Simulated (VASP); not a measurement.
# Zr3SeS2 (P6/mmm) in VASP: single point with PBE

Aim: the single point of Zr3SeS2 with PBE.

Program: VASP 6.6.1. These are calculated values, not measurements. Logs are shortened: lines on timing, memory, paths and dates and some standing lists are left out, and cuts for length are marked.

## Step 1: The cell of the first run

The structure is hexagonal, space group P6/mmm (No. 191). The conventional cell has a = 8.290 Å, b = 8.290 Å, c = 3.122 Å, α = 90.00°, β = 90.00°, γ = 120.00°. Zr (site symmetry mmm) has 2 S at 2.39 Å and 2 Zr at 3.12 Å within 3.2 Å. Within 4.2 Å of Se (site symmetry 6/mmm) lie 2 Se at 3.12 Å and 6 Zr at 4.15 Å. Within 3.2 Å of S (site symmetry -6m2) lie 3 Zr at 2.39 Å and 2 S at 3.12 Å.

The cell was generated, and may not be a known phase.

## Step 2: Single point, PBE, collinear spin

The input, INCAR:

```
SYSTEM = Zr3SeS2
ALGO = Normal
EDIFF = 1E-6
ENCUT = 500
GGA = PE
GGA_COMPAT = .FALSE.
ISIF = 2
ISMEAR = 0
ISPIN = 2
LASPH = .TRUE.
LCHARG = .FALSE.
LMAXMIX = 4
LORBIT = 11
LREAL = .FALSE.
LWAVE = .FALSE.
MAGMOM = 1 1 1 0 0 0
NBANDS = 40
NELM = 200
PREC = Accurate
SIGMA = 0.1
```

The input, KPOINTS:

```
k-points
0
G
  3 3 6
  0 0 0
```

The input, POSCAR:

```
Zr3SeS2
1.0
    8.2904231445      0.0000000000      0.0000000000
   -4.1452115723      7.1797170513      0.0000000000
    0.0000000000      0.0000000000      3.1224368295
Zr Se S
3 1 2
Direct
    0.5000000000      0.0000000000      0.5000000000
    0.0000000000      0.5000000000      0.5000000000
    0.5000000000      0.5000000000      0.5000000000
    0.0000000000      0.0000000000      0.5000000000
    0.3333333333      0.6666666667      0.5000000000
    0.6666666667      0.3333333333      0.5000000000
```

Potentials or basis: VASP PAW PBE potentials, release 64 (Zr_sv, Se, S).

On the command line:

```
cat potpaw_PBE.64/Zr_sv/POTCAR potpaw_PBE.64/Se/POTCAR potpaw_PBE.64/S/POTCAR > POTCAR
mpirun -np 1 vasp_std > vasp.out
```

OUTCAR:

```text
SYSTEM = Zr3SeS2
   EDIFF = 1E-6
   ENCUT = 500
   GGA = PE
   ISIF = 2
   ISMEAR = 0
   ISPIN = 2
   LASPH = .TRUE.
   LORBIT = 11
   LREAL = .FALSE.
   NELM = 200
   PREC = Accurate

 ion  position               nearest neighbor table
   1  0.500  0.000  0.500-   5 2.39   6 2.39
   2  0.000  0.500  0.500-   5 2.39   6 2.39
   3  0.500  0.500  0.500-   5 2.39   6 2.39
   4  0.000  0.000  0.500-
   5  0.333  0.667  0.500-   2 2.39   1 2.39   3 2.39
   6  0.667  0.333  0.500-   2 2.39   1 2.39   3 2.39

  LATTYP: Found a hexagonal cell.
 ALAT       =     8.2904231445
 C/A-ratio  =     0.3766317804

  Lattice vectors:

 A1 = (   8.2904231445,   0.0000000000,   0.0000000000)
 A2 = (  -4.1452115723,   7.1797170513,   0.0000000000)
 A3 = (   0.0000000000,   0.0000000000,   3.1224368295)

Analysis of symmetry for initial positions (statically):
=====================================================================
 Subroutine PRICEL returns:
 Original cell was already a primitive cell.

 Routine SETGRP: Setting up the symmetry group for a
 hexagonal supercell.

 Subroutine GETGRP returns: Found 24 space group operations
 (whereof 24 operations were pure point group operations)
 out of a pool of 24 trial point group operations.

The static configuration has the point symmetry D_6h.

Analysis of symmetry for dynamics (positions and initial velocities):
=====================================================================
 Subroutine PRICEL returns:
 Original cell was already a primitive cell.

 Routine SETGRP: Setting up the symmetry group for a
 hexagonal supercell.

 Subroutine GETGRP returns: Found 24 space group operations
 (whereof 24 operations were pure point group operations)
 out of a pool of 24 trial point group operations.

The dynamic configuration has the point symmetry D_6h.

Analysis of structural, dynamic, and magnetic symmetry:
=====================================================================
 Subroutine PRICEL returns:
 Original cell was already a primitive cell.

 Routine SETGRP: Setting up the symmetry group for a
 hexagonal supercell.

 Subroutine GETGRP returns: Found 24 space group operations
 (whereof 24 operations were pure point group operations)
 out of a pool of 24 trial point group operations.

The overall configuration has the point symmetry D_6h.

 Subroutine INISYM returns: Found 24 space group operations
 (whereof 24 operations are pure point group operations),
 and found     1 'primitive' translations

----------------------------------------------------------------------------------------

                                     Primitive cell

  volume of cell :     185.8565

  direct lattice vectors                    reciprocal lattice vectors
     8.290423145  0.000000000  0.000000000     0.120621105  0.069640627  0.000000000
    -4.145211572  7.179717051  0.000000000     0.000000000  0.139281255  0.000000000
     0.000000000  0.000000000  3.122436829     0.000000000  0.000000000  0.320262684

  length of vectors
     8.290423145  8.290423145  3.122436829     0.139281255  0.139281255  0.320262684

  position of ions in fractional coordinates (direct lattice)
     0.500000000  0.000000000  0.500000000
     1.000000000  0.500000000  0.500000000
     0.500000000  0.500000000  0.500000000
     0.000000000  0.000000000  0.500000000
     0.333333333  0.666666667  0.500000000
     0.666666667  0.333333333  0.500000000

  ion indices of the primitive-cell ions
   primitive index   ion index
                 1           1
                 2           2
                 3           3
                 4           4
                 5           5
                 6           6

----------------------------------------------------------------------------------------

 KPOINTS: k-points

Automatic generation of k-mesh.
 Grid dimensions read from file:
 generate k-points for:    3    3    6

 Generating k-lattice:

  Cartesian coordinates                     Fractional coordinates (reciprocal lattice)
     0.040207035  0.023213542  0.000000000     0.333333333 -0.000000000  0.000000000
     0.000000000  0.046427085  0.000000000     0.000000000  0.333333333  0.000000000
     0.000000000  0.000000000  0.053377114     0.000000000  0.000000000  0.166666667

  Length of vectors
     0.046427085  0.046427085  0.053377114

  Shift w.r.t. Gamma in fractional coordinates (k-lattice)
     0.000000000  0.000000000  0.000000000

 Subroutine IBZKPT returns following result:
 ===========================================

 Found     12 irreducible k-points:

 Following reciprocal coordinates:
            Coordinates               Weight
  0.000000  0.000000  0.000000      1.000000
  0.333333  0.000000  0.000000      6.000000
  0.333333  0.333333  0.000000      2.000000
  0.000000  0.000000  0.166667      2.000000
  0.333333  0.000000  0.166667     12.000000
  0.333333  0.333333  0.166667      4.000000
  0.000000  0.000000  0.333333      2.000000
  0.333333  0.000000  0.333333     12.000000
  0.333333  0.333333  0.333333      4.000000
  0.000000  0.000000  0.500000      1.000000
  0.333333  0.000000  0.500000      6.000000
  0.333333  0.333333  0.500000      2.000000
   k-points           NKPTS =     12   k-points in BZ     NKDIM =     12   number of bands    NBANDS=     40
   number of dos      NEDOS =    301   number of ions     NIONS =      6
   total plane-waves  NPLWV =  86400
   dimension x,y,z NGX =    60 NGY =   60 NGZ =   24
   dimension x,y,z NGXF=   120 NGYF=  120 NGZF=   48
   ions per type =               3   1   2
   NGX,Y,Z   is equivalent  to a cutoff of  12.03, 12.03, 12.78 a.u.
   NGXF,Y,Z  is equivalent  to a cutoff of  24.06, 24.06, 25.56 a.u.
 SYSTEM =  Zr3SeS2
   PREC   = accura    normal or accurate (medium, high low for compatibility)
   ISTART =      0    job   : 0-new  1-cont  2-samecut
   ICHARG =      2    charge: 1-file 2-atom 10-const
   ISPIN  =      2    spin polarized calculation?
   LNONCOLLINEAR =      F non collinear calculations
   LSORBIT =      F    spin-orbit coupling
   LASPH  =      T    aspherical Exc in radial PAW
   ENCUT  =  500.0 eV  36.75 Ry    6.06 a.u.  15.12 15.12  5.69*2*pi/ulx,y,z
   NELM   =    200;   NELMIN=  2; NELMDL= -5     # of ELM steps
   EDIFF  = 0.1E-05   stopping-criterion for ELM
   LREAL  =      F    real-space projection
   EDIFFG = 0.1E-04   stopping-criterion for IOM
   NSW    =      0    number of steps for IOM
   IBRION =     -1    ionic relax: 0-MD 1-quasi-New 2-CG
   NFREE  =      0    steps in history (QN), initial steepest desc. (CG)
   ISIF   =      2    stress and relaxation
   ISYM   =      2    0-nonsym 1-usesym 2-fastsym
   POTIM  = 0.5000    time-step for ionic-motion
   TEBEG  =    0.0;   TEEND  =   0.0 temperature during run
   PSTRESS=    0.0 pullay stress
   NELECT =      54.0000    total number of electrons
   NUPDOWN=      -1.0000    fix difference up-down
   EMIN   =  10.00;   EMAX   =-10.00  energy-range for DOS
   EFERMI =   0.00;   METHOD = LEGACY
   ISMEAR =     0;   SIGMA  =   0.10  broadening in eV -4-tet -1-fermi 0-gaus
   EFERMI_NEDOS =   21; number of points for ismear=-14 and -15
   IALGO  =     38    algorithm
   IMIX   =      4    mixing-type and parameters
     AMIX     =   0.40;   BMIX     =  1.00
     AMIX_MAG =   1.60;   BMIX_MAG =  1.00
  volume/ion in A,a.u.               =      30.98       209.04
  Fermi-wavevector in a.u.,A,eV,Ry     =   1.084294  2.049018 15.996266  1.175692
  Thomas-Fermi vector in A             =   2.220380
   LORBIT       =     11    0 simple, 1 ext, 2 COOP (PROOUT), +10 PAW based schemes
   GGA     = PE    functional components
   LHFCALC =     F    Hartree Fock is set to
   AEXX    =    0.0000 exact exchange contribution
   IVDW    =     0    specifies the selected vdW correction
   LEPSILON=     F    determine dielectric tensor
   LRPA    =     F    only Hartree local field effects (RPA)
 spin polarized calculation
 Gauss-broadening in eV      SIGMA  =   0.10
  energy-cutoff  :      500.00
  volume of cell :      185.86
 maximum number of plane-waves:      4755
   NGX = 31   NGY = 31   NGZ = 11

 number of electron      54.0000000 magnetization       0.0423944

 Free energy of the ion-electron system (eV)
  ---------------------------------------------------
  ext. energy  EPLUGINS =         0.00000000
  ---------------------------------------------------
  free energy    TOTEN  =       -35.80806682 eV

  energy without entropy =      -35.76307908  energy(sigma->0) =      -35.78557295

 E-fermi :   4.1406     XC(G=0):  -8.7152

 val. band max:        4.1392834016   @ k =   0.3333   0.3333   0.3333
 cond. band min:       4.1431759757   @ k =   0.0000   0.0000   0.5000
 fundamental gap:      0.0038925740
 Fermi energy:         4.1405576798

 spin component 1

 k-point     1 :       0.0000    0.0000    0.0000
  band No.  band energies     occupation
      1     -45.4766      1.00000
      2     -45.4728      1.00000
      3     -45.4728      1.00000
      4     -23.7750      1.00000
      5     -23.7239      1.00000
      6     -23.7239      1.00000
[... 31 lines left out ...]
     38       7.0028      0.00000
     39       7.4066      0.00000

 k-point     2 :       0.3333    0.0000    0.0000
  band No.  band energies     occupation
      1     -45.4758      1.00000
      2     -45.4736      1.00000
      3     -45.4728      1.00000
      4     -23.7480      1.00000
      5     -23.7210      1.00000
      6     -23.7176      1.00000
[... 409 lines left out ...]
     38       7.5721      0.00000
     39       7.8589      0.00000

 k-point    12 :       0.3333    0.3333    0.5000
  band No.  band energies     occupation
      1     -45.4154      1.00000
      2     -45.4154      1.00000
      3     -45.4136      1.00000
      4     -23.6548      1.00000
      5     -23.6505      1.00000
      6     -23.6505      1.00000
[... 31 lines left out ...]
     38       7.6804      0.00000
     39       7.6804      0.00000
 Fermi energy:         4.1405576798

 spin component 2

 k-point     1 :       0.0000    0.0000    0.0000
  band No.  band energies     occupation
      1     -45.4743      1.00000
      2     -45.4706      1.00000
      3     -45.4706      1.00000
      4     -23.7739      1.00000
      5     -23.7209      1.00000
      6     -23.7209      1.00000
[... 31 lines left out ...]
     38       7.0090      0.00000
     39       7.4116      0.00000

 k-point     2 :       0.3333    0.0000    0.0000
  band No.  band energies     occupation
      1     -45.4735      1.00000
      2     -45.4714      1.00000
      3     -45.4706      1.00000
      4     -23.7468      1.00000
      5     -23.7181      1.00000
      6     -23.7146      1.00000
[... 409 lines left out ...]
     38       7.5781      0.00000
     39       7.8647      0.00000

 k-point    12 :       0.3333    0.3333    0.5000
  band No.  band energies     occupation
      1     -45.4131      1.00000
      2     -45.4131      1.00000
      3     -45.4114      1.00000
      4     -23.6517      1.00000
      5     -23.6479      1.00000
      6     -23.6479      1.00000
[... 31 lines left out ...]
     38       7.6867      0.00000
     39       7.6867      0.00000
 [bands above 39 left out]

------------------------ aborting loop because EDIFF is reached ----------------------------------------

  FORCE on cell =-STRESS in cart. coord.  units (eV):
  Direction    XX          YY          ZZ          XY          YZ          ZX
  --------------------------------------------------------------------------------------
  -------------------------------------------------------------------------------------
  Total       -0.0568874     -0.0568874     -0.1418665      0.0000000     -0.0000000      0.0000000
  in kB       -0.4903979     -0.4903979     -1.2229613      0.0000000     -0.0000000      0.0000000
  external PRESSURE =      -0.7345857 kB  Pullay stress =       0.0000000 kB

 VOLUME and BASIS-vectors are now :
 -----------------------------------------------------------------------------
  energy-cutoff  :      500.00
  volume of cell :      185.86
      direct lattice vectors                 reciprocal lattice vectors
     8.290423145  0.000000000  0.000000000     0.120621105  0.069640627  0.000000000
    -4.145211572  7.179717051  0.000000000     0.000000000  0.139281255  0.000000000
     0.000000000  0.000000000  3.122436829     0.000000000  0.000000000  0.320262684

 POSITION                                       TOTAL-FORCE (eV/Angst)
 -----------------------------------------------------------------------------------
      4.14521      0.00000      1.56122         0.000000      0.000000      0.000000
     -2.07261      3.58986      1.56122         0.000000      0.000000      0.000000
      2.07261      3.58986      1.56122         0.000000      0.000000      0.000000
      0.00000      0.00000      1.56122         0.000000      0.000000      0.000000
     -0.00000      4.78648      1.56122        -0.000000      0.000000      0.000000
      4.14521      2.39324      1.56122        -0.000000      0.000000      0.000000
 -----------------------------------------------------------------------------------
    total drift:                                0.000000      0.000000      0.000000

  FREE ENERGIE OF THE ION-ELECTRON SYSTEM (eV)
  ---------------------------------------------------
  free  energy   TOTEN  =       -35.8080668185 eV

  energy  without entropy=      -35.7630790805  energy(sigma->0) =      -35.78557295

 total charge

# of ion       s       p       d       tot
------------------------------------------
    1        2.179   5.947   1.670   9.797
    2        2.179   5.947   1.670   9.797
    3        2.179   5.947   1.670   9.797
    4        1.505   2.084   0.007   3.596
    5        1.343   2.501   0.000   3.844
    6        1.343   2.501   0.000   3.844
--------------------------------------------------
tot         10.729  24.927   5.018  40.674

 magnetization (x)

# of ion       s       p       d       tot
------------------------------------------
    1        0.000   0.000   0.004   0.004
    2        0.000   0.000   0.004   0.004
    3        0.000   0.000   0.004   0.004
    4        0.001   0.014   0.000   0.015
    5       -0.000  -0.000   0.000  -0.000
    6       -0.000  -0.000   0.000  -0.000
--------------------------------------------------
tot          0.001   0.014   0.011   0.026
```

Wall time 5.9 min (1 thread of Oxide Virtual Turin-like, shared host); peak memory 0.37 GiB.

What came out:

```yaml
Free_energy: -35.8081 eV
Pressure: -0.1 GPa
Net_moment: 0.04 μB per cell
Valence_electrons_inside_the_program's_atomic_spheres: Zr 9.80; Se 3.60; S 3.84
```

Levels at points of the mesh, in eV from the Fermi level:
Spin up:
```
           k point  band 26  band 27  band 28  band 29  band 30  band 31
(0.00, 0.00, 0.00)    -0.54    -0.52    -0.52    -0.44     1.34     1.34
(0.00, 0.00, 0.50)    -0.78    -0.22    -0.22     0.00     0.21     0.21
```
Spin down:
```tsv
k point	band 24	band 25	band 26	band 27	band 28	band 29	band 30	band 31	band 32	band 33
(0.00, 0.00, 0.00)	-1.74	-1.59	-0.54	-0.52	-0.52	-0.43	1.34	1.34	1.56	1.96
(0.00, 0.00, 0.50)	-1.22	-0.77	-0.77	-0.21	-0.21	0.00	0.21	0.21	0.75	1.95
```
